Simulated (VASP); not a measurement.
# Nb (R32) in VASP: notebook, part 2 of 2

VASP 6.6.1. Earlier steps stand in the parts before.

## 4. Single point, PBE

File INCAR:

```
SYSTEM = Nb
PREC = Accurate
ENCUT = 520
EDIFF = 1E-6
ISMEAR = 0
SIGMA = 0.1
LREAL = .False.
LASPH = .True.
NELM = 80
ALGO = Fast
ISIF = 2
LWAVE = .False.
LCHARG = .True.
GGA = PE
LELF = .True.
LVHAR = .True.
NBANDS = 40
```

File KPOINTS:

```
Automatic mesh
0
Gamma
  9 9 9
  0 0 0
```

File POSCAR:

```
Nb
1.0
    3.5090941809      2.0259764700      2.4892479197
   -3.5090941809      2.0259764700      2.4892479197
    0.0000000000     -4.0519529399      2.4892479198
Nb
5
Direct
    0.0000000000      0.7711426420      0.2288573580
    0.7711426420      0.2288573580      0.0000000000
    0.2288573580      0.0000000000      0.7711426420
    0.3282446911      0.3282446911      0.3282446911
    0.6717553089      0.6717553089      0.6717553089
```

Potentials or basis: VASP PAW PBE potentials, release 64 (Nb_sv).

The run is started by

```
> cat potpaw_PBE.64/Nb_sv/POTCAR > POTCAR
> mpirun -np 1 vasp_std > vasp.out
```

OUTCAR:

```text
SYSTEM = Nb
   PREC = Accurate
   ENCUT = 520
   EDIFF = 1E-6
   ISMEAR = 0
   LREAL = .False.
   LASPH = .True.
   NELM = 80
   ISIF = 2
   GGA = PE

 ion  position               nearest neighbor table
   1  0.000  0.771  0.229-   4 2.78   5 2.78   2 2.78   3 2.78   2 2.79   3 2.79   4 2.93   5 2.93

   2  0.771  0.229  0.000-   4 2.78   5 2.78   1 2.78   3 2.78   1 2.79   3 2.79   5 2.93   4 2.93

   3  0.229  0.000  0.771-   5 2.78   4 2.78   2 2.78   1 2.78   2 2.79   1 2.79   5 2.93   4 2.93

   4  0.328  0.328  0.328-   5 2.57   1 2.78   2 2.78   3 2.78   2 2.93   1 2.93   3 2.93
   5  0.672  0.672  0.672-   4 2.57   3 2.78   2 2.78   1 2.78   2 2.93   3 2.93   1 2.93

  LATTYP: Found a trigonal (rhomboedric) cell.
 ALAT       =     4.7554892317
 COS(alpha) =    -0.0890044122

  Lattice vectors:

 A1 = (   3.5090941809,   2.0259764700,   2.4892479197)
 A2 = (  -3.5090941809,   2.0259764700,   2.4892479197)
 A3 = (   0.0000000000,  -4.0519529399,   2.4892479198)

Analysis of symmetry for initial positions (statically):
=====================================================================
 Subroutine PRICEL returns:
 Original cell was already a primitive cell.

 Routine SETGRP: Setting up the symmetry group for a
 trigonal (rhombohedral) supercell.

 Subroutine GETGRP returns: Found  6 space group operations
 (whereof  6 operations were pure point group operations)
 out of a pool of 12 trial point group operations.

The static configuration has the point symmetry D_3 .

Analysis of symmetry for dynamics (positions and initial velocities):
=====================================================================
 Subroutine PRICEL returns:
 Original cell was already a primitive cell.

 Routine SETGRP: Setting up the symmetry group for a
 trigonal (rhombohedral) supercell.

 Subroutine GETGRP returns: Found  6 space group operations
 (whereof  6 operations were pure point group operations)
 out of a pool of 12 trial point group operations.

[... 127 lines left out ...]
  volume/ion in A,a.u.               =      21.24       143.31
  Fermi-wavevector in a.u.,A,eV,Ry     =   1.390048  2.626809 26.289617  1.932232
  Thomas-Fermi vector in A             =   2.514020
   LORBIT       =      0    0 simple, 1 ext, 2 COOP (PROOUT), +10 PAW based schemes
   GGA     = PE    functional components
   LHFCALC =     F    Hartree Fock is set to
   AEXX    =    0.0000 exact exchange contribution
   IVDW    =     0    specifies the selected vdW correction
   LEPSILON=     F    determine dielectric tensor
   LRPA    =     F    only Hartree local field effects (RPA)
 non-spin polarized calculation
 RMM-DIIS sequential band-by-band and
 Gauss-broadening in eV      SIGMA  =   0.10
  energy-cutoff  :      520.00
  volume of cell :      106.18
 maximum number of plane-waves:      2880
   NGX = 17   NGY = 17   NGZ = 17

 number of electron      64.9999994 magnetization

 Free energy of the ion-electron system (eV)
  ---------------------------------------------------
  ext. energy  EPLUGINS =         0.00000000
  ---------------------------------------------------
  free energy    TOTEN  =       -45.98186260 eV

  energy without entropy =      -45.95294375  energy(sigma->0) =      -45.96740318

 E-fermi :   9.1200     XC(G=0): -11.4684

 val. band max:        9.1171738265   @ k =   0.3333   0.2222   0.1111
 cond. band min:       9.1208935566   @ k =   0.4444   0.4444   0.2222
 fundamental gap:      0.0037197301
 Fermi energy:         9.1199789314

 k-point     1 :       0.0000    0.0000    0.0000
  band No.  band energies     occupation
      1     -45.5492      2.00000
      2     -45.2754      2.00000
      3     -45.2359      2.00000
      4     -45.2123      2.00000
      5     -45.2123      2.00000
      6     -22.2147      2.00000
[... 1021 lines left out ...]
     39      11.2694      0.00000
     40      11.5208      0.00000

 [... further k-points ...]

------------------------ aborting loop because EDIFF is reached ----------------------------------------

  FORCE on cell =-STRESS in cart. coord.  units (eV):
  Direction    XX          YY          ZZ          XY          YZ          ZX
  --------------------------------------------------------------------------------------
  -------------------------------------------------------------------------------------
  Total       -0.1284628     -0.1284628     -0.1547017      0.0000000      0.0000000      0.0000000
  in kB       -1.9383804     -1.9383804     -2.3343006      0.0000000      0.0000000      0.0000000
  external PRESSURE =      -2.0703538 kB  Pullay stress =       0.0000000 kB

 VOLUME and BASIS-vectors are now :
 -----------------------------------------------------------------------------
  energy-cutoff  :      520.00
  volume of cell :      106.18
      direct lattice vectors                 reciprocal lattice vectors
     3.509094181  2.025976470  2.489247920     0.142486914  0.082264858  0.133909255
    -3.509094181  2.025976470  2.489247920    -0.142486914  0.082264858  0.133909255
     0.000000000 -4.051952940  2.489247920     0.000000000 -0.164529716  0.133909255

 POSITION                                       TOTAL-FORCE (eV/Angst)
 -----------------------------------------------------------------------------------
     -2.70601      0.63500      2.48925        -0.000904      0.001567     -0.000000
      1.90293      2.02598      2.48925         0.001809     -0.000000      0.000000
      0.80308     -2.66097      2.48925        -0.000904     -0.001567      0.000000
      0.00000      0.00000      2.45125        -0.000000     -0.000000     -0.022863
      0.00000      0.00000      5.01650        -0.000000      0.000000      0.022863
 -----------------------------------------------------------------------------------
    total drift:                               -0.000000      0.000000     -0.000000

  FREE ENERGIE OF THE ION-ELECTRON SYSTEM (eV)
  ---------------------------------------------------
  free  energy   TOTEN  =       -45.9818625985 eV

  energy  without entropy=      -45.9529437532  energy(sigma->0) =      -45.96740318
```

OSZICAR:

```text
N       E                     dE             d eps       ncg     rms          rms(c)
DAV:   1     0.884775841633E+03    0.88478E+03   -0.35625E+04  6808   0.167E+03
DAV:   2     0.322338433571E+02   -0.85254E+03   -0.82996E+03  7760   0.713E+02
DAV:   3    -0.412851548860E+02   -0.73519E+02   -0.70333E+02 12144   0.142E+02
[... 28 lines left out ...]
RMM:  32    -0.459818580615E+02   -0.19051E-05   -0.16793E-05  7932   0.152E-02    0.665E-03
RMM:  33    -0.459818594593E+02   -0.13978E-05   -0.11886E-05  7516   0.135E-02    0.535E-03
RMM:  34    -0.459818608316E+02   -0.13723E-05   -0.94024E-06  7289   0.127E-02    0.278E-03
RMM:  35    -0.459818619026E+02   -0.10710E-05   -0.74462E-06  6892   0.115E-02    0.152E-03
RMM:  36    -0.459818625985E+02   -0.69592E-06   -0.57328E-06  6644   0.101E-02
   1 F= -.45981863E+02 E0= -.45967403E+02  d E =-.289188E-01
```

It took 6.5 min on 1 thread of Intel Xeon 6975P-C (Granite Rapids), shared host; peak memory 0.37 GiB.

Results:

```yaml
Free_energy: -45.9819 eV
Pressure: -0.2 GPa
Largest_force: 0.023 eV/Å
```

Forces on the atoms (eV/Å):
```
Nb  -0.001  0.002  0.000
Nb   0.002  0.000  0.000
Nb  -0.001 -0.002  0.000
Nb   0.000  0.000 -0.023
Nb   0.000  0.000  0.023
```

## 5. Summary

| task | cell | k mesh | cutoff (eV) | gap on the mesh (eV) | pressure (GPa) | largest force (eV/Å) |
| --- | --- | --- | --- | --- | --- | --- |
| single point | a = 4.755 Å, angles 95.1°, 5 atoms | 6 × 6 × 6 | 520 | none | -0.1 | 0.02 |
| relaxation of cell and atoms | relaxed from a = 4.540 Å, angles 83.5°, 5 atoms | 6 × 6 × 6 | 600 | none | -0.2 | 0.04 |
| single point | a = 4.755 Å, angles 95.1°, 5 atoms | 9 × 9 × 9 | 520 | none | -0.2 | 0.02 |

Some of these runs hold the atoms at other places in the same cell, which the table doesn't show; runs alike in all that it shows share one row.

Alike in all rows: level PBE; potentials or basis VASP PAW PBE potentials, release 64 (Nb_sv); no spin polarisation; smearing gaussian 0.1 eV.

Absolute energies hang on the potentials; compare differences alone.
